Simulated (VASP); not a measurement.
# LiCl (P3m1) in VASP: single point with PBEsol

Aim: the single point of LiCl with PBEsol.

Program: VASP 6.6.1. These are calculated values, not measurements. Logs are shortened: lines on timing, memory, paths and dates and some standing lists are left out, and cuts for length are marked.

**1. The cell of the first run**

Symmetry: P3m1, No. 156, trigonal system. Conventional cell: a = 3.856 Å, b = 3.856 Å, c = 21.902 Å, α = 90.00°, β = 90.00°, γ = 120.00°. Li (site symmetry 3m) has 4 Cl at 2.36 Å within 3.1 Å. Li (site symmetry 3m) has 4 Cl at 2.36 Å within 3.1 Å. Li (site symmetry 3m) has 4 Cl at 2.35 to 2.36 Å within 3.1 Å. Li (site symmetry 3m) has 4 Cl at 2.35 to 2.36 Å within 3.1 Å. Li (site symmetry 3m) has 4 Cl at 2.35 to 2.36 Å within 3.1 Å. Within 3.1 Å of Li (site symmetry 3m) lie 4 Cl at 2.35 to 2.36 Å. Within 3.1 Å of Li (site symmetry 3m) lie 4 Cl at 2.36 Å. Within 3.1 Å of Cl (site symmetry 3m) lie 4 Li at 2.36 Å.

**2. Single point, PBEsol**

Input file INCAR:

```
PREC = Accurate ; ENCUT = 520
EDIFF = 1E-6 ; ISMEAR = 0
SIGMA = 0.02 ; LREAL = False
LASPH = True ; NELM = 100
ALGO = Normal ; ISIF = 2
LWAVE = False ; LCHARG = False
GGA = PS ; NBANDS = 48
```

Input file KPOINTS:

```
Automatic mesh
0
Gamma
  9 9 2
```

Input file POSCAR:

```
LiCl
1.0
    3.8560202659      0.0000000000      0.0000000000
   -1.9280101330      3.3394115077      0.0000000000
    0.0000000000      0.0000000000     21.9017283093
Li Cl
7 7
Direct
    0.0000000000      0.0000000000     -0.0002301857
    0.3333333333      0.6666666667      0.1428944189
    0.6666666667      0.3333333333      0.2859956520
    0.3333333333      0.6666666667      0.4281547018
    0.0000000000      0.0000000000      0.5713105577
    0.3333333333      0.6666666667      0.7134711629
    0.6666666667      0.3333333333      0.8566431920
    0.0000000000      0.0000000000      0.1075054005
    0.3333333333      0.6666666667      0.2506397037
    0.6666666667      0.3333333333      0.3933702030
    0.3333333333      0.6666666667      0.5359362149
    0.0000000000      0.0000000000      0.6786876156
    0.3333333333      0.6666666667      0.8212413134
    0.6666666667      0.3333333333      0.9643800493
```

Potentials or basis: VASP PAW PBE potentials, release 64 (Li_sv, Cl).

Command:

```
$ cat potpaw_PBE.64/Li_sv/POTCAR potpaw_PBE.64/Cl/POTCAR > POTCAR
$ mpirun -np 1 vasp_std > vasp.out
```

OUTCAR:

```text
PREC = Accurate
   ENCUT = 520
   EDIFF = 1E-6
   ISMEAR = 0
   LREAL = False
   LASPH = True
   NELM = 100
   ISIF = 2
   GGA = PS

 ion  position               nearest neighbor table
   1  0.000  0.000  1.000-  14 2.36  14 2.36  14 2.36   8 2.36
   2  0.333  0.667  0.143-   8 2.36   8 2.36   8 2.36   9 2.36
   3  0.667  0.333  0.286-  10 2.35   9 2.36   9 2.36   9 2.36
   4  0.333  0.667  0.428-  10 2.35  10 2.35  10 2.35  11 2.36
   5  0.000  0.000  0.571-  12 2.35  11 2.36  11 2.36  11 2.36
   6  0.333  0.667  0.713-  12 2.35  12 2.35  12 2.35  13 2.36
   7  0.667  0.333  0.857-  13 2.36  13 2.36  13 2.36  14 2.36
   8  0.000  0.000  0.108-   2 2.36   2 2.36   2 2.36   1 2.36
   9  0.333  0.667  0.251-   3 2.36   3 2.36   3 2.36   2 2.36
  10  0.667  0.333  0.393-   3 2.35   4 2.35   4 2.35   4 2.35
  11  0.333  0.667  0.536-   5 2.36   5 2.36   5 2.36   4 2.36
  12  0.000  0.000  0.679-   5 2.35   6 2.35   6 2.35   6 2.35
  13  0.333  0.667  0.821-   7 2.36   7 2.36   7 2.36   6 2.36
  14  0.667  0.333  0.964-   1 2.36   1 2.36   1 2.36   7 2.36

  LATTYP: Found a hexagonal cell.
 ALAT       =     3.8560202659
 C/A-ratio  =     5.6798789423

  Lattice vectors:

 A1 = (   3.8560202659,   0.0000000000,   0.0000000000)
 A2 = (  -1.9280101330,   3.3394115077,   0.0000000000)
 A3 = (   0.0000000000,   0.0000000000,  21.9017283093)

Analysis of symmetry for initial positions (statically):
=====================================================================
 Subroutine PRICEL returns:
 Original cell was already a primitive cell.

 Routine SETGRP: Setting up the symmetry group for a
 hexagonal supercell.

 Subroutine GETGRP returns: Found  6 space group operations
 (whereof  6 operations were pure point group operations)
 out of a pool of 24 trial point group operations.

The static configuration has the point symmetry C_3v.

Analysis of symmetry for dynamics (positions and initial velocities):
=====================================================================
 Subroutine PRICEL returns:
 Original cell was already a primitive cell.

 Routine SETGRP: Setting up the symmetry group for a
 hexagonal supercell.

 Subroutine GETGRP returns: Found  6 space group operations
 (whereof  6 operations were pure point group operations)
 out of a pool of 24 trial point group operations.

The dynamic configuration has the point symmetry C_3v.

 Subroutine INISYM returns: Found  6 space group operations
 (whereof  6 operations are pure point group operations),
 and found     1 'primitive' translations

----------------------------------------------------------------------------------------

                                     Primitive cell

  volume of cell :     282.0250

  direct lattice vectors                    reciprocal lattice vectors
     3.856020266  0.000000000  0.000000000     0.259334737  0.149726980  0.000000000
    -1.928010133  3.339411508  0.000000000     0.000000000  0.299453960  0.000000000
     0.000000000  0.000000000 21.901728309     0.000000000  0.000000000  0.045658497

  length of vectors
     3.856020266  3.856020266 21.901728309     0.299453960  0.299453960  0.045658497

  position of ions in fractional coordinates (direct lattice)
     0.000000000  0.000000000  0.999769814
     0.333333333  0.666666667  0.142894419
     0.666666667  0.333333333  0.285995652
     0.333333333  0.666666667  0.428154702
     0.000000000  0.000000000  0.571310558
     0.333333333  0.666666667  0.713471163
     0.666666667  0.333333333  0.856643192
     0.000000000  0.000000000  0.107505401
     0.333333333  0.666666667  0.250639704
     0.666666667  0.333333333  0.393370203
     0.333333333  0.666666667  0.535936215
     0.000000000  0.000000000  0.678687616
     0.333333333  0.666666667  0.821241313
     0.666666667  0.333333333  0.964380049

  ion indices of the primitive-cell ions
   primitive index   ion index
                 1           1
                 2           2
                 3           3
                 4           4
                 5           5
                 6           6
                 7           7
                 8           8
                 9           9
                10          10
                11          11
                12          12
                13          13
                14          14

----------------------------------------------------------------------------------------

 KPOINTS: Automatic mesh

Automatic generation of k-mesh.
 Grid dimensions read from file:
 generate k-points for:    9    9    2

 Generating k-lattice:

  Cartesian coordinates                     Fractional coordinates (reciprocal lattice)
     0.028814971  0.016636331  0.000000000     0.111111111  0.000000000  0.000000000
     0.000000000  0.033272662  0.000000000     0.000000000  0.111111111  0.000000000
     0.000000000  0.000000000  0.022829249     0.000000000  0.000000000  0.500000000

  Length of vectors
     0.033272662  0.033272662  0.022829249

  Shift w.r.t. Gamma in fractional coordinates (k-lattice)
     0.000000000  0.000000000  0.000000000

 Subroutine IBZKPT returns following result:
 ===========================================

 Found     24 irreducible k-points:

 Following reciprocal coordinates:
            Coordinates               Weight
  0.000000  0.000000  0.000000      1.000000
  0.111111 -0.000000  0.000000      6.000000
  0.222222  0.000000  0.000000      6.000000
  0.333333 -0.000000  0.000000      6.000000
  0.444444  0.000000  0.000000      6.000000
  0.111111  0.111111  0.000000      6.000000
[... 16 lines left out ...]
  0.333333  0.222222  0.500000     12.000000
  0.333333  0.333333  0.500000      2.000000
   k-points           NKPTS =     24   k-points in BZ     NKDIM =     24   number of bands    NBANDS=     48
   number of dos      NEDOS =    301   number of ions     NIONS =     14
   total plane-waves  NPLWV = 151200
   dimension x,y,z NGX =    30 NGY =   30 NGZ =  168
   dimension x,y,z NGXF=    60 NGYF=   60 NGZF=  336
   ions per type =               7   7
   NGX,Y,Z   is equivalent  to a cutoff of  12.93, 12.93, 12.75 a.u.
   NGXF,Y,Z  is equivalent  to a cutoff of  25.87, 25.87, 25.50 a.u.
 SYSTEM =  unknown system
   PREC   = accura    normal or accurate (medium, high low for compatibility)
   ISTART =      0    job   : 0-new  1-cont  2-samecut
   ICHARG =      2    charge: 1-file 2-atom 10-const
   ISPIN  =      1    spin polarized calculation?
   LNONCOLLINEAR =      F non collinear calculations
   LSORBIT =      F    spin-orbit coupling
   LASPH  =      T    aspherical Exc in radial PAW
   ENCUT  =  520.0 eV  38.22 Ry    6.18 a.u.   7.17  7.17 40.72*2*pi/ulx,y,z
   NELM   =    100;   NELMIN=  2; NELMDL= -5     # of ELM steps
   EDIFF  = 0.1E-05   stopping-criterion for ELM
   LREAL  =      F    real-space projection
   EDIFFG = 0.1E-04   stopping-criterion for IOM
   NSW    =      0    number of steps for IOM
   IBRION =     -1    ionic relax: 0-MD 1-quasi-New 2-CG
   NFREE  =      0    steps in history (QN), initial steepest desc. (CG)
   ISIF   =      2    stress and relaxation
   ISYM   =      2    0-nonsym 1-usesym 2-fastsym
   POTIM  = 0.5000    time-step for ionic-motion
   TEBEG  =    0.0;   TEEND  =   0.0 temperature during run
   PSTRESS=    0.0 pullay stress
   NELECT =      70.0000    total number of electrons
   NUPDOWN=      -1.0000    fix difference up-down
   EMIN   =  10.00;   EMAX   =-10.00  energy-range for DOS
   EFERMI =   0.00;   METHOD = LEGACY
   ISMEAR =     0;   SIGMA  =   0.02  broadening in eV -4-tet -1-fermi 0-gaus
   EFERMI_NEDOS =   21; number of points for ismear=-14 and -15
   IALGO  =     38    algorithm
   IMIX   =      4    mixing-type and parameters
     AMIX     =   0.40;   BMIX     =  1.00
     AMIX_MAG =   1.60;   BMIX_MAG =  1.00
  volume/ion in A,a.u.               =      20.14       135.94
  Fermi-wavevector in a.u.,A,eV,Ry     =   1.028833  1.944213 14.401736  1.058498
  Thomas-Fermi vector in A             =   2.162850
   LORBIT       =      0    0 simple, 1 ext, 2 COOP (PROOUT), +10 PAW based schemes
   GGA     = PS    functional components
   LHFCALC =     F    Hartree Fock is set to
   AEXX    =    0.0000 exact exchange contribution
   IVDW    =     0    specifies the selected vdW correction
   LEPSILON=     F    determine dielectric tensor
   LRPA    =     F    only Hartree local field effects (RPA)
 non-spin polarized calculation
 Gauss-broadening in eV      SIGMA  =   0.02
  energy-cutoff  :      520.00
  volume of cell :      282.03
 maximum number of plane-waves:      7620
 NGX is ok and might be reduce to    30
   NGX = 15   NGY = 15   NGZ = 81

 number of electron      69.9999916 magnetization

 Free energy of the ion-electron system (eV)
  ---------------------------------------------------
  ext. energy  EPLUGINS =         0.00000000
  ---------------------------------------------------
  free energy    TOTEN  =       -53.20111117 eV

  energy without entropy =      -53.20111117  energy(sigma->0) =      -53.20111117

 E-fermi :  -0.9196     XC(G=0):  -7.9643

 val. band max:       -1.0860151183   @ k =   0.0000   0.0000   0.0000
 cond. band min:       4.7884357317   @ k =   0.0000   0.0000   0.0000
 fundamental gap:      5.8744508500
 Fermi energy:        -0.9196218261

 k-point     1 :       0.0000    0.0000    0.0000
  band No.  band energies     occupation
      1     -43.2744      2.00000
      2     -43.2687      2.00000
      3     -43.2521      2.00000
      4     -43.2512      2.00000
      5     -43.2358      2.00000
      6     -43.2292      2.00000
[... 39 lines left out ...]
     46       8.9888      0.00000
     47       9.0684      0.00000

 k-point     2 :       0.1111   -0.0000    0.0000
  band No.  band energies     occupation
      1     -43.2743      2.00000
      2     -43.2686      2.00000
      3     -43.2520      2.00000
      4     -43.2510      2.00000
      5     -43.2356      2.00000
      6     -43.2290      2.00000
[... 39 lines left out ...]
     46       8.9577      0.00000
     47       9.0680      0.00000

 k-point     3 :       0.2222    0.0000    0.0000
  band No.  band energies     occupation
      1     -43.2739      2.00000
      2     -43.2682      2.00000
      3     -43.2516      2.00000
      4     -43.2507      2.00000
      5     -43.2353      2.00000
      6     -43.2286      2.00000
[... 39 lines left out ...]
     46       8.9008      0.00000
     47       9.0756      0.00000

 k-point     4 :       0.3333   -0.0000    0.0000
  band No.  band energies     occupation
      1     -43.2735      2.00000
      2     -43.2678      2.00000
      3     -43.2512      2.00000
      4     -43.2503      2.00000
      5     -43.2349      2.00000
      6     -43.2282      2.00000
[... 939 lines left out ...]
     46       8.6822      0.00000
     47       8.8701      0.00000

 k-point    23 :       0.3333    0.2222    0.5000
  band No.  band energies     occupation
      1     -43.2731      2.00000
      2     -43.2675      2.00000
      3     -43.2509      2.00000
      4     -43.2499      2.00000
      5     -43.2345      2.00000
      6     -43.2279      2.00000
[... 39 lines left out ...]
     46       8.5630      0.00000
     47       8.7432      0.00000

 k-point    24 :       0.3333    0.3333    0.5000
  band No.  band energies     occupation
      1     -43.2731      2.00000
      2     -43.2674      2.00000
      3     -43.2508      2.00000
      4     -43.2498      2.00000
      5     -43.2345      2.00000
      6     -43.2278      2.00000
[... 39 lines left out ...]
     46       8.6675      0.00000
     47       8.8165      0.00000
 [bands above 47 left out]

------------------------ aborting loop because EDIFF is reached ----------------------------------------

  FORCE on cell =-STRESS in cart. coord.  units (eV):
  Direction    XX          YY          ZZ          XY          YZ          ZX
  --------------------------------------------------------------------------------------
  -------------------------------------------------------------------------------------
  Total       -0.0612128     -0.0612128     -0.0650467      0.0000000      0.0000000     -0.0000000
  in kB       -0.3477485     -0.3477485     -0.3695287      0.0000000      0.0000000     -0.0000000
  external PRESSURE =      -0.3550086 kB  Pullay stress =       0.0000000 kB

 VOLUME and BASIS-vectors are now :
 -----------------------------------------------------------------------------
  energy-cutoff  :      520.00
  volume of cell :      282.03
      direct lattice vectors                 reciprocal lattice vectors
     3.856020266  0.000000000  0.000000000     0.259334737  0.149726980  0.000000000
    -1.928010133  3.339411508  0.000000000     0.000000000  0.299453960  0.000000000
     0.000000000  0.000000000 21.901728309     0.000000000  0.000000000  0.045658497

 POSITION                                       TOTAL-FORCE (eV/Angst)
 -----------------------------------------------------------------------------------
      0.00000      0.00000     21.89669        -0.000000      0.000000     -0.000232
     -0.00000      2.22627      3.12963        -0.000000      0.000000      0.000113
      1.92801      1.11314      6.26380        -0.000000      0.000000      0.000048
     -0.00000      2.22627      9.37733        -0.000000      0.000000      0.000312
      0.00000      0.00000     12.51269        -0.000000      0.000000     -0.000554
     -0.00000      2.22627     15.62625         0.000000      0.000000     -0.000181
      1.92801      1.11314     18.76197        -0.000000      0.000000     -0.000613
      0.00000      0.00000      2.35455        -0.000000      0.000000      0.000285
     -0.00000      2.22627      5.48944         0.000000     -0.000000     -0.000077
      1.92801      1.11314      8.61549        -0.000000      0.000000     -0.000116
     -0.00000      2.22627     11.73793         0.000000      0.000000      0.000753
      0.00000      0.00000     14.86443        -0.000000      0.000000     -0.000580
     -0.00000      2.22627     17.98660        -0.000000      0.000000      0.000794
      1.92801      1.11314     21.12159         0.000000     -0.000000      0.000048
 -----------------------------------------------------------------------------------
    total drift:                                0.000000     -0.000000      0.000064

  FREE ENERGIE OF THE ION-ELECTRON SYSTEM (eV)
  ---------------------------------------------------
  free  energy   TOTEN  =       -53.2011111728 eV

  energy  without entropy=      -53.2011111728  energy(sigma->0) =      -53.20111117
```

Wall time 9.2 min (1 thread of Oxide Virtual Turin-like, shared host); peak memory 0.48 GiB.

What came out:

| Property | Result |
| --- | --- |
| Free energy | -53.2011 eV |
| Band gap on the k mesh | 5.87 eV |

Caveat: the cutoff is under 1.25 times the usual one of these potentials, so pressure, stress and relaxed cells hold a basis-set (Pulay) error; the PAW data sets were made with another functional, which shifts forces and pressure a little; an odd mesh through Γ misses points on the zone boundary, where band edges can lie.
